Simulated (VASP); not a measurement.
# MoS2 (R3m) in VASP: notebook, part 2 of 2

VASP 6.6.1. The steps go on from the part before.

## 4. Single point, PBEsol

Input file INCAR:

```
  PREC = Accurate
  ENCUT = 520
  EDIFF = 1E-7
  ISMEAR = 0
  SIGMA = 0.02
  LREAL = F
  LASPH = T
  NELM = 100
  ALGO = Normal
  ISIF = 2
  LWAVE = F
  LCHARG = F
  GGA = PS
  NBANDS = 20
  ISYM = 0
```

Input file KPOINTS:

```
Automatic mesh
0
Gamma
  9 9 5
```

Input file POSCAR:

```
MoS2
1.0
    3.2720590883     -0.0000000002     -0.0000371501
   -1.6360295442      2.8336862933      0.0000000000
    1.6359615652      0.9445228501      6.0740862615
Mo S
1 2
Direct
    0.3333720049      0.6666860025      0.9999414884
    0.5003115003      0.2501557502      0.2495539547
    0.8331164947      0.4165582473      0.7503045569
```

Potentials or basis: VASP PAW PBE potentials, release 64 (Mo_sv, S).

Run with:

```
$ cat potpaw_PBE.64/Mo_sv/POTCAR potpaw_PBE.64/S/POTCAR > POTCAR
$ mpirun -np 1 vasp_std > vasp.out
```

OUTCAR:

```text
PREC = Accurate
   ENCUT = 520
   EDIFF = 1E-7
   ISMEAR = 0
   LREAL = F
   LASPH = T
   NELM = 100
   ISIF = 2
   GGA = PS
   ISYM = 0

 ion  position               nearest neighbor table
   1  0.333  0.667  1.000-   2 2.42   2 2.42   2 2.42   3 2.42   3 2.42   3 2.42
   2  0.500  0.250  0.250-   1 2.42   1 2.42   1 2.42
   3  0.833  0.417  0.750-   1 2.42   1 2.42   1 2.42

IMPORTANT INFORMATION: All symmetrisations will be switched off!
NOSYMM: (Re-)initialisation of all symmetry stuff for point group C_1.
[... 729 lines left out ...]

  FORCE on cell =-STRESS in cart. coord.  units (eV):
  Direction    XX          YY          ZZ          XY          YZ          ZX
  --------------------------------------------------------------------------------------
  -------------------------------------------------------------------------------------
  Total       -3.4921399     -3.4920856      0.0065892     -0.0000409      0.0000430      0.0000736
  in kB      -99.3451294    -99.3435867      0.1874507     -0.0011645      0.0012239      0.0020945
  external PRESSURE =     -66.1670885 kB  Pullay stress =       0.0000000 kB

 VOLUME and BASIS-vectors are now :
 -----------------------------------------------------------------------------
  energy-cutoff  :      520.00
  volume of cell :       56.32
      direct lattice vectors                 reciprocal lattice vectors
     3.272059088 -0.000000000 -0.000037150     0.305616707  0.176447888 -0.109750869
    -1.636029544  2.833686293  0.000000000    -0.000000623  0.352896855 -0.054875435
     1.635961565  0.944522850  6.074086261     0.000001869  0.000001079  0.164633145

 POSITION                                       TOTAL-FORCE (eV/Angst)
 -----------------------------------------------------------------------------------
      1.63596      2.83365      6.07372         0.000004      0.000002     -0.009735
      1.63605      0.94457      1.51579        -0.000004     -0.000002      0.002758
      3.27197      1.88908      4.55738         0.000001      0.000000      0.006977
 -----------------------------------------------------------------------------------
    total drift:                                0.000011      0.000006     -0.000005

  FREE ENERGIE OF THE ION-ELECTRON SYSTEM (eV)
  ---------------------------------------------------
  free  energy   TOTEN  =       -23.3082834032 eV

  energy  without entropy=      -23.3082834032  energy(sigma->0) =      -23.30828340
```

OSZICAR:

```text
N       E                     dE             d eps       ncg     rms          rms(c)
DAV:   1     0.187839845100E+03    0.18784E+03   -0.14867E+04  8608   0.122E+03
DAV:   2    -0.174439456723E+02   -0.20528E+03   -0.20025E+03  9832   0.316E+02
DAV:   3    -0.248316072374E+02   -0.73877E+01   -0.73167E+01 10108   0.566E+01
DAV:   4    -0.249163309632E+02   -0.84724E-01   -0.84676E-01 10016   0.644E+00
DAV:   5    -0.249176402130E+02   -0.13092E-02   -0.13092E-02 10272   0.776E-01    0.231E+01
DAV:   6    -0.237394778630E+02    0.11782E+01   -0.12100E+01  8560   0.205E+01    0.848E+00
DAV:   7    -0.234069547299E+02    0.33252E+00   -0.40918E+00  8312   0.115E+01    0.545E+00
DAV:   8    -0.233095387110E+02    0.97416E-01   -0.48444E-01  9324   0.421E+00    0.152E+00
DAV:   9    -0.233091921910E+02    0.34652E-03   -0.17570E-02  9680   0.818E-01    0.507E-01
DAV:  10    -0.233083441993E+02    0.84799E-03   -0.78210E-03  9216   0.590E-01    0.136E-01
DAV:  11    -0.233082908034E+02    0.53396E-04   -0.78765E-04  9476   0.189E-01    0.630E-02
DAV:  12    -0.233082736081E+02    0.17195E-04   -0.67104E-05  9252   0.456E-02    0.162E-02
DAV:  13    -0.233082833013E+02   -0.96932E-05   -0.21657E-05  8852   0.268E-02    0.468E-03
DAV:  14    -0.233082833256E+02   -0.24355E-07   -0.10500E-06 10428   0.645E-03    0.206E-03
DAV:  15    -0.233082834032E+02   -0.77599E-07   -0.41417E-07  9088   0.330E-03
   1 F= -.23308283E+02 E0= -.23308283E+02  d E =-.157396E-30
```

Wall time 93 s (1 thread of Intel Xeon Platinum 8488C (Sapphire Rapids), shared host); peak memory 0.32 GiB.

What came out:

```
Free energy            : -23.3083 eV
Pressure               : -6.6 GPa
Largest force          : 0.010 eV/Å
Band gap on the k mesh : 0.35 eV (least direct gap 1.37 eV)
```

Forces on the atoms (eV/Å):
```
Mo   0.000  0.000 -0.010
S    0.000  0.000  0.003
S    0.000  0.000  0.007
```

Levels at points of the mesh, in eV from the valence-band top:
```tsv
k point	band 10	band 11	band 12	band 13	band 14	band 15	band 16	band 17
(0.00, 0.00, 0.00)	-2.68	-2.68	-1.06	-0.98	1.60	1.60	2.10	2.10
```

Caveat: the cell stands under tension; the PAW data sets were made with another functional, which shifts forces and pressure a little; an odd mesh through Γ misses points on the zone boundary, where band edges can lie; this functional lacks dispersion, which binds the layers, so the pressure and a relaxed spacing across them are unreliable.
